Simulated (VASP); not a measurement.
# Ru (P6_3/mmc) in VASP: notebook

Ru is run at these levels: LDA; tasks: single point.

All numbers are computed with VASP 6.6.1; they aren't measurements. Logs are shortened: lines on timing, memory, paths and dates and some standing lists are left out, and cuts for length are marked.

### 1 The cell of the first run

It takes space group P6_3/mmc (No. 194, hexagonal). Conventional cell: a = 2.674 Å, b = 2.674 Å, c = 4.226 Å, α = 90.00°, β = 90.00°, γ = 120.00°. Within 3.5 Å of Ru (site symmetry -6m2) lie 12 Ru at 2.62 to 2.67 Å.

### 2 Single point, LDA

INCAR reads:

```
SYSTEM = Ru
ALGO = Normal
EDIFF = 1E-6
ENCUT = 560
GGA_COMPAT = .FALSE.
ISIF = 2
ISMEAR = 0
LASPH = .TRUE.
LCHARG = .FALSE.
LREAL = .FALSE.
LWAVE = .FALSE.
NBANDS = 23
NELM = 120
PREC = Accurate
SIGMA = 0.1
```

KPOINTS reads:

```
k-points
0
G
  15 15 8
  0 0 0
```

POSCAR reads:

```
Ru
1.0
    2.6738874567      0.0000000000      0.0000000000
   -1.3369437283      2.3156544644      0.0000000000
    0.0000000000      0.0000000000      4.2264002556
Ru
2
Direct
    0.3333333333      0.6666666667      0.2500000000
    0.6666666667      0.3333333333      0.7500000000
```

Potentials or basis: VASP PAW LDA potentials, release 64 (Ru_sv).

Launch:

```
cat potpaw_LDA.64/Ru_sv/POTCAR > POTCAR
mpirun -np 1 vasp_std > vasp.out
```

OUTCAR:

```text
SYSTEM = Ru
   EDIFF = 1E-6
   ENCUT = 560
   ISIF = 2
   ISMEAR = 0
   LASPH = .TRUE.
   LREAL = .FALSE.
   NELM = 120
   PREC = Accurate

 ion  position               nearest neighbor table
   1  0.333  0.667  0.250-   2 2.62   2 2.62   2 2.62   2 2.62   2 2.62   2 2.62
   2  0.667  0.333  0.750-   1 2.62   1 2.62   1 2.62   1 2.62   1 2.62   1 2.62

  LATTYP: Found a hexagonal cell.
 ALAT       =     2.6738874567
 C/A-ratio  =     1.5806200987

  Lattice vectors:

 A1 = (   2.6738874567,   0.0000000000,   0.0000000000)
 A2 = (  -1.3369437283,   2.3156544644,   0.0000000000)
 A3 = (   0.0000000000,   0.0000000000,   4.2264002556)

Analysis of symmetry for initial positions (statically):
=====================================================================
 Subroutine PRICEL returns:
 Original cell was already a primitive cell.

 Routine SETGRP: Setting up the symmetry group for a
 hexagonal supercell.

 Subroutine GETGRP returns: Found 24 space group operations
 (whereof 12 operations were pure point group operations)
 out of a pool of 24 trial point group operations.

The static configuration has the point symmetry D_3d.
 The point group associated with its full space group is D_6h.

Analysis of symmetry for dynamics (positions and initial velocities):
=====================================================================
 Subroutine PRICEL returns:
 Original cell was already a primitive cell.

 Routine SETGRP: Setting up the symmetry group for a
 hexagonal supercell.

 Subroutine GETGRP returns: Found 24 space group operations
 (whereof 12 operations were pure point group operations)
 out of a pool of 24 trial point group operations.

The dynamic configuration has the point symmetry D_3d.
 The point group associated with its full space group is D_6h.

 Subroutine INISYM returns: Found 24 space group operations
 (whereof 12 operations are pure point group operations),
 and found     1 'primitive' translations

----------------------------------------------------------------------------------------

                                     Primitive cell

  volume of cell :      26.1690

  direct lattice vectors                    reciprocal lattice vectors
     2.673887457  0.000000000  0.000000000     0.373987319  0.215921679  0.000000000
    -1.336943728  2.315654464  0.000000000     0.000000000  0.431843358  0.000000000
     0.000000000  0.000000000  4.226400256     0.000000000  0.000000000  0.236607974

  length of vectors
     2.673887457  2.673887457  4.226400256     0.431843358  0.431843358  0.236607974

  position of ions in fractional coordinates (direct lattice)
     0.333333333  0.666666667  0.250000000
     0.666666667  0.333333333  0.750000000

  ion indices of the primitive-cell ions
   primitive index   ion index
                 1           1
                 2           2

----------------------------------------------------------------------------------------

 KPOINTS: k-points

Automatic generation of k-mesh.
 Grid dimensions read from file:
 generate k-points for:   15   15    8

 Generating k-lattice:

  Cartesian coordinates                     Fractional coordinates (reciprocal lattice)
     0.024932488  0.014394779  0.000000000     0.066666667  0.000000000  0.000000000
     0.000000000  0.028789557  0.000000000     0.000000000  0.066666667  0.000000000
     0.000000000  0.000000000  0.029575997     0.000000000  0.000000000  0.125000000

  Length of vectors
     0.028789557  0.028789557  0.029575997

  Shift w.r.t. Gamma in fractional coordinates (k-lattice)
     0.000000000  0.000000000  0.000000000

 Subroutine IBZKPT returns following result:
 ===========================================

 Found    135 irreducible k-points:

 Following reciprocal coordinates:
            Coordinates               Weight
  0.000000  0.000000  0.000000      1.000000
  0.066667  0.000000  0.000000      6.000000
  0.133333  0.000000  0.000000      6.000000
  0.200000 -0.000000  0.000000      6.000000
  0.266667  0.000000  0.000000      6.000000
  0.333333  0.000000  0.000000      6.000000
[... 16 lines left out ...]
  0.333333  0.200000  0.000000     12.000000
  0.400000  0.200000  0.000000      6.000000
 [... further k-points ...]
   k-points           NKPTS =    135   k-points in BZ     NKDIM =    135   number of bands    NBANDS=     23
   number of dos      NEDOS =    301   number of ions     NIONS =      2
   total plane-waves  NPLWV =  20736
   dimension x,y,z NGX =    24 NGY =   24 NGZ =   36
   dimension x,y,z NGXF=    48 NGYF=   48 NGZF=   72
   ions per type =               2
   NGX,Y,Z   is equivalent  to a cutoff of  14.92, 14.92, 14.16 a.u.
   NGXF,Y,Z  is equivalent  to a cutoff of  29.84, 29.84, 28.32 a.u.
 SYSTEM =  Ru
   PREC   = accura    normal or accurate (medium, high low for compatibility)
   ISTART =      0    job   : 0-new  1-cont  2-samecut
   ICHARG =      2    charge: 1-file 2-atom 10-const
   ISPIN  =      1    spin polarized calculation?
   LNONCOLLINEAR =      F non collinear calculations
   LSORBIT =      F    spin-orbit coupling
   LASPH  =      T    aspherical Exc in radial PAW
   ENCUT  =  560.0 eV  41.16 Ry    6.42 a.u.   5.16  5.16  8.15*2*pi/ulx,y,z
   NELM   =    120;   NELMIN=  2; NELMDL= -5     # of ELM steps
   EDIFF  = 0.1E-05   stopping-criterion for ELM
   LREAL  =      F    real-space projection
   EDIFFG = 0.1E-04   stopping-criterion for IOM
   NSW    =      0    number of steps for IOM
   IBRION =     -1    ionic relax: 0-MD 1-quasi-New 2-CG
   NFREE  =      0    steps in history (QN), initial steepest desc. (CG)
   ISIF   =      2    stress and relaxation
   ISYM   =      2    0-nonsym 1-usesym 2-fastsym
   POTIM  = 0.5000    time-step for ionic-motion
   TEBEG  =    0.0;   TEEND  =   0.0 temperature during run
   PSTRESS=    0.0 pullay stress
   NELECT =      32.0000    total number of electrons
   NUPDOWN=      -1.0000    fix difference up-down
   EMIN   =  10.00;   EMAX   =-10.00  energy-range for DOS
   EFERMI =   0.00;   METHOD = LEGACY
   ISMEAR =     0;   SIGMA  =   0.10  broadening in eV -4-tet -1-fermi 0-gaus
   EFERMI_NEDOS =   21; number of points for ismear=-14 and -15
   IALGO  =     38    algorithm
   IMIX   =      4    mixing-type and parameters
     AMIX     =   0.40;   BMIX     =  1.00
     AMIX_MAG =   1.60;   BMIX_MAG =  1.00
  volume/ion in A,a.u.               =      13.08        88.30
  Fermi-wavevector in a.u.,A,eV,Ry     =   1.750635  3.308221 41.698096  3.064724
  Thomas-Fermi vector in A             =   2.821316
   LORBIT       =      0    0 simple, 1 ext, 2 COOP (PROOUT), +10 PAW based schemes
   GGA     = CA    functional components
   LHFCALC =     F    Hartree Fock is set to
   AEXX    =    0.0000 exact exchange contribution
   IVDW    =     0    specifies the selected vdW correction
   LEPSILON=     F    determine dielectric tensor
   LRPA    =     F    only Hartree local field effects (RPA)
 non-spin polarized calculation
 Gauss-broadening in eV      SIGMA  =   0.10
  energy-cutoff  :      560.00
  volume of cell :       26.17
 maximum number of plane-waves:       808
 NGX is ok and might be reduce to    24
   NGX = 11   NGY = 11   NGZ = 17

 number of electron      32.0000002 magnetization

 Free energy of the ion-electron system (eV)
  ---------------------------------------------------
  ext. energy  EPLUGINS =         0.00000000
  ---------------------------------------------------
  free energy    TOTEN  =       -21.40886066 eV

  energy without entropy =      -21.40157778  energy(sigma->0) =      -21.40521922

 E-fermi :  15.7176     XC(G=0): -14.7458

 val. band max:       15.7103217975   @ k =   0.0000   0.0000   0.3750
 cond. band min:      15.7553506189   @ k =   0.2667   0.0000   0.2500
 fundamental gap:      0.0450288214
 Fermi energy:        15.7176172355

 k-point     1 :       0.0000    0.0000    0.0000
  band No.  band energies     occupation
      1     -57.0929      2.00000
      2     -56.8475      2.00000
      3     -27.8791      2.00000
      4     -26.8089      2.00000
      5     -26.8089      2.00000
      6     -26.6140      2.00000
[... 15 lines left out ...]
     22      30.6040      0.00000
     23      33.1533      0.00000

 k-point     2 :       0.0667    0.0000    0.0000
  band No.  band energies     occupation
      1     -57.0851      2.00000
      2     -56.8445      2.00000
      3     -27.8617      2.00000
      4     -26.8462      2.00000
      5     -26.8215      2.00000
      6     -26.6527      2.00000
[... 15 lines left out ...]
     22      30.9140      0.00000
     23      33.3545      0.00000

 k-point     3 :       0.1333    0.0000    0.0000
  band No.  band energies     occupation
      1     -57.0630      2.00000
      2     -56.8361      2.00000
      3     -27.8109      2.00000
      4     -26.9515      2.00000
      5     -26.8564      2.00000
      6     -26.7606      2.00000
[... 15 lines left out ...]
     22      31.6445      0.00000
     23      33.8242      0.00000

 k-point     4 :       0.2000   -0.0000    0.0000
  band No.  band energies     occupation
      1     -57.0293      2.00000
      2     -56.8248      2.00000
      3     -27.7313      2.00000
      4     -27.1067      2.00000
      5     -26.9158      2.00000
      6     -26.9059      2.00000
[... 15 lines left out ...]
     22      31.5962      0.00000
     23      33.4910      0.00000

 k-point     5 :       0.2667    0.0000    0.0000
  band No.  band energies     occupation
      1     -56.9888      2.00000
      2     -56.8134      2.00000
      3     -27.6300      2.00000
      4     -27.2848      2.00000
      5     -27.0887      2.00000
      6     -26.9609      2.00000
[... 15 lines left out ...]
     22      29.7750      0.00000
     23      32.2920      0.00000

 k-point     6 :       0.3333    0.0000    0.0000
  band No.  band energies     occupation
      1     -56.9470      2.00000
      2     -56.8053      2.00000
      3     -27.5176      2.00000
      4     -27.4545      2.00000
      5     -27.2490      2.00000
      6     -27.0118      2.00000
[... 15 lines left out ...]
     22      27.6115      0.00000
     23      31.1651      0.00000

 k-point     7 :       0.4000    0.0000    0.0000
  band No.  band energies     occupation
      1     -56.9106      2.00000
      2     -56.8026      2.00000
      3     -27.5866      2.00000
      4     -27.4101      2.00000
      5     -27.3715      2.00000
      6     -27.0508      2.00000
[... 353 lines left out ...]
     22      27.4520      0.00000
     23      28.7090      0.00000

 k-point    21 :       0.2000    0.2000    0.0000
  band No.  band energies     occupation
      1     -56.9364      2.00000
      2     -56.8038      2.00000
      3     -27.4881      2.00000
      4     -27.3577      2.00000
      5     -27.3376      2.00000
      6     -27.0129      2.00000
[... 15 lines left out ...]
     22      28.1464      0.00000
     23      28.6204      0.00000

 k-point    22 :       0.2667    0.2000    0.0000
  band No.  band energies     occupation
      1     -56.9010      2.00000
      2     -56.8024      2.00000
      3     -27.4745      2.00000
      4     -27.3810      2.00000
      5     -27.3736      2.00000
      6     -27.0996      2.00000
[... 15 lines left out ...]
     22      27.2226      0.00000
     23      27.7460      0.00000

 k-point    23 :       0.3333    0.2000    0.0000
  band No.  band energies     occupation
      1     -56.8723      2.00000
      2     -56.8061      2.00000
      3     -27.5532      2.00000
      4     -27.3742      2.00000
      5     -27.2833      2.00000
      6     -27.1848      2.00000
[... 15 lines left out ...]
     22      27.7346      0.00000
     23      29.1012      0.00000

 k-point    24 :       0.4000    0.2000    0.0000
  band No.  band energies     occupation
      1     -56.8597      2.00000
      2     -56.8098      2.00000
      3     -27.5807      2.00000
      4     -27.3638      2.00000
      5     -27.2357      2.00000
      6     -27.2263      2.00000
[... 15 lines left out ...]
     22      28.3028      0.00000
     23      29.7448      0.00000

 [... further k-points ...]

------------------------ aborting loop because EDIFF is reached ----------------------------------------

  FORCE on cell =-STRESS in cart. coord.  units (eV):
  Direction    XX          YY          ZZ          XY          YZ          ZX
  --------------------------------------------------------------------------------------
  -------------------------------------------------------------------------------------
  Total        0.0981760      0.0981760      0.0798789      0.0000000      0.0000000      0.0000000
  in kB        6.0107485      6.0107485      4.8905195      0.0000000      0.0000000      0.0000000
  external PRESSURE =       5.6373388 kB  Pullay stress =       0.0000000 kB

 VOLUME and BASIS-vectors are now :
 -----------------------------------------------------------------------------
  energy-cutoff  :      560.00
  volume of cell :       26.17
      direct lattice vectors                 reciprocal lattice vectors
     2.673887457  0.000000000  0.000000000     0.373987319  0.215921679  0.000000000
    -1.336943728  2.315654464  0.000000000     0.000000000  0.431843358  0.000000000
     0.000000000  0.000000000  4.226400256     0.000000000  0.000000000  0.236607974

 POSITION                                       TOTAL-FORCE (eV/Angst)
 -----------------------------------------------------------------------------------
     -0.00000      1.54377      1.05660        -0.000000      0.000000      0.000000
      1.33694      0.77188      3.16980         0.000000     -0.000000      0.000000
 -----------------------------------------------------------------------------------
    total drift:                               -0.000000      0.000000     -0.000000

  FREE ENERGIE OF THE ION-ELECTRON SYSTEM (eV)
  ---------------------------------------------------
  free  energy   TOTEN  =       -21.4088606647 eV

  energy  without entropy=      -21.4015777814  energy(sigma->0) =      -21.40521922
```

It took 50 s on 1 thread of Intel Xeon Platinum 8259CL at 2.50GHz (Skylake/Cascade Lake), shared host; peak memory 0.19 GiB.

Results:

```yaml
Free_energy: -21.4089 eV
Pressure: 0.6 GPa
Band_gap_on_the_k_mesh: zero (bands 16 and 17 overlap by 3.29 eV)
```

Stress tensor (GPa, compression positive):
```
0.60 0.00 0.00
0.00 0.60 0.00
0.00 0.00 0.49
```

### 3 Single point, LDA

INCAR reads:

```
PREC = Accurate
ENCUT = 560
EDIFF = 1E-6
ISMEAR = 0
SIGMA = 0.1
LREAL = False
LASPH = True
NELM = 120
ALGO = Normal
ISIF = 2
LWAVE = False
LCHARG = True
GGA = CA
LELF = True
LVHAR = True
NBANDS = 23
GGA_COMPAT = False
```

KPOINTS reads:

```
regular mesh
0
Gamma
  12 12 6
```

POSCAR reads:

```
Ru
1.0
    2.6719575178      0.0000000000      0.0000000000
   -1.3359787589      2.3139830883      0.0000000000
    0.0000000000      0.0000000000      4.2299482347
Ru
2
Direct
    0.3333333333      0.6666666667      0.2500000000
    0.6666666667      0.3333333333      0.7500000000
```

Potentials or basis: VASP PAW LDA potentials, release 64 (Ru_sv).

Launch:

```
cat potpaw_LDA.64/Ru_sv/POTCAR > POTCAR
mpirun -np 1 vasp_std > vasp.out
```

It took 26 s on 1 thread of AMD EPYC 9R45 (Zen 5), shared host; peak memory 0.13 GiB.

Results (log left out):

```
Free energy            : -21.4097 eV
Pressure               : 0.6 GPa
Band gap on the k mesh : zero (bands 16 and 17 overlap by 3.36 eV)
```

Levels at points of the mesh, in eV from the Fermi level:
```tsv
k point	band 14	band 15	band 16	band 17	band 18	band 19
(0.00, 0.00, 0.00)	-2.02	-2.02	-1.44	-1.44	1.30	1.30
(0.50, 0.00, 0.00)	-1.83	-1.58	1.56	2.01	2.10	4.32
(0.00, 0.00, 0.50)	-2.91	-2.82	-2.82	0.62	0.62	0.62
(0.50, 0.00, 0.50)	-1.09	0.51	0.51	1.83	1.83	3.58
```

### 4 Single point, LDA

INCAR reads:

```
PREC     = Accurate       # precision mode
ENCUT    = 560            # plane-wave cutoff, eV
EDIFF    = 1E-6           # SCF threshold, eV
ISMEAR   = 0              # smearing method
SIGMA    = 0.1            # smearing width, eV
LREAL    = False          # projectors in reciprocal space
LASPH    = True           # aspherical terms in the spheres
NELM     = 120            # most SCF steps
ALGO     = Normal         # electronic algorithm
ISIF     = 2              # what is computed and relaxed
LWAVE    = False          # write WAVECAR
LCHARG   = False          # write CHGCAR
GGA      = CA             # functional
NBANDS   = 23             # bands
GGA_COMPAT= False
```

KPOINTS reads:

```
regular mesh
0
Gamma
  18 18 10
```

POSCAR reads:

```
Ru
1.0
    2.6738874574      0.0000000000      0.0000000000
   -1.3369437287      2.3156544650      0.0000000000
    0.0000000000      0.0000000000      4.2264002572
Ru
2
Direct
    0.3333333333      0.6666666667      0.2500000000
    0.6666666667      0.3333333333      0.7500000000
```

Launch:

```
cat potpaw_LDA.64/Ru_sv/POTCAR > POTCAR
mpirun -np 1 vasp_std > vasp.out
```

Run time: 67 s. Hardware: 1 thread of Intel Xeon Platinum 8488C (Sapphire Rapids), shared host; peak memory 0.22 GiB.

The run converged. Its results:

```
Free energy            : -21.4034 eV
Pressure               : 0.6 GPa
Band gap on the k mesh : zero (bands 16 and 17 overlap by 3.32 eV)
```

Levels at points of the mesh, in eV from the Fermi level:
```csv
k point,band 14,band 15,band 16,band 17,band 18,band 19
"(0.00, 0.00, 0.00)",-2.03,-2.03,-1.48,-1.48,1.27,1.27
"(0.50, 0.00, 0.00)",-1.86,-1.59,1.54,1.99,2.08,4.30
"(0.00, 0.00, 0.50)",-2.93,-2.83,-2.83,0.60,0.60,0.60
"(0.50, 0.00, 0.50)",-1.12,0.48,0.48,1.81,1.81,3.55
```

### 5 The runs side by side

```csv
cell,k mesh,gap on the mesh (eV),pressure (GPa)
"a = 2.674, b = 2.674, c = 4.226 Å, angles 90.0, 90.0, 120.0°, 2 atoms",15 × 15 × 8,none,0.6
"a = 2.672, b = 2.672, c = 4.230 Å, angles 90.0, 90.0, 120.0°, 2 atoms",12 × 12 × 6,none,0.6
"a = 2.674, b = 2.674, c = 4.226 Å, angles 90.0, 90.0, 120.0°, 2 atoms",18 × 18 × 10,none,0.6
```

Alike in all rows: task single point; level LDA; potentials or basis VASP PAW LDA potentials, release 64 (Ru_sv); no spin polarisation; cutoff (eV) 560; smearing gaussian 0.1 eV.

Total energies depend on the potentials used, so only differences within one code and one set of settings carry meaning.

The gap in the log of VASP goes by the Fermi energy; the results here count the filled bands.